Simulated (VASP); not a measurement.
**Ag: single point with LDA**

Crystal: Ag.

```xyz
8
Lattice="-3.3113 -3.3113 3.3113 -3.3113 3.3113 -3.3113 3.3113 -3.3113 -3.3113" Properties=species:S:1:pos:R:3 pbc="T T T"
Ag   -1.5907   -1.5907   -1.5907
Ag    0.0000    0.0000   -3.3113
Ag    0.0000   -3.3113    0.0000
Ag    1.6557   -1.6557   -1.6557
Ag   -3.3113    0.0000    0.0000
Ag   -1.6557    1.6557   -1.6557
Ag   -1.6557   -1.6557    1.6557
Ag    0.0000    0.0000    0.0000
```

This cell differs from its parent crystal: atom 1 (Ag) moved +0.113 Å along Cartesian [1 1 1].

- Program: VASP 6.6.1
- Task: single point
- Functional: LDA
- Potentials or basis: VASP PAW LDA potentials, release 64 (Ag)
- Cutoff: 520 eV
- k mesh: 10 × 10 × 10
- Occupations: gaussian, width 0.15 eV
- Spin: no spin polarisation
- Dipole correction: no
- Further INCAR settings: ALGO = Fast; EDIFF = 1e-07; NBANDS = 54

- Pressure: -11.1 GPa
- Largest force: 0.383 eV/Å
- Band gap on the k mesh: zero (bands 44 and 45 overlap by 2.31 eV)

Forces on the atoms (eV/Å):
```
Ag  -0.221 -0.221 -0.221
Ag   0.052  0.052 -0.064
Ag   0.052 -0.064  0.052
Ag   0.000  0.001  0.001
Ag  -0.064  0.052  0.052
Ag   0.001  0.000  0.001
Ag   0.001  0.001  0.000
Ag   0.180  0.180  0.180
```

Stress tensor (GPa, compression positive):
```
-11.09   0.07   0.07
  0.07 -11.09   0.07
  0.07   0.07 -11.09
```

Levels at points of the mesh, in eV from the Fermi level:
| k point | band 40 | band 41 | band 42 | band 43 | band 44 | band 45 | band 46 | band 47 | band 48 | band 49 |
| --- | --- | --- | --- | --- | --- | --- | --- | --- | --- | --- |
| (0.00, 0.00, 0.00) | -2.53 | -2.53 | 0.04 | 0.04 | 0.04 | 0.04 | 0.04 | 0.04 | 3.75 | 3.75 |
| (0.50, 0.00, 0.00) | -3.19 | -2.66 | -2.64 | 0.18 | 0.21 | 0.22 | 0.24 | 3.18 | 3.30 | 4.37 |
| (0.50, 0.00, 0.50) | -3.20 | -2.64 | -2.64 | 0.16 | 0.20 | 0.22 | 0.26 | 3.23 | 3.24 | 4.37 |
| (0.50, 0.50, 0.50) | -3.31 | -1.91 | -1.91 | -1.91 | -1.82 | -1.82 | -1.82 | 5.23 | 5.24 | 6.03 |

Run time: 7.2 min on 1 thread of Intel(R) Xeon(R) 6975P-C (Granite Rapids) (shared host), peak memory 0.68 GiB.

Caveat: the cell differs from its parent crystal (atom 1 (Ag) moved +0.113 Å along Cartesian [1 1 1]); the cell stands under tension.
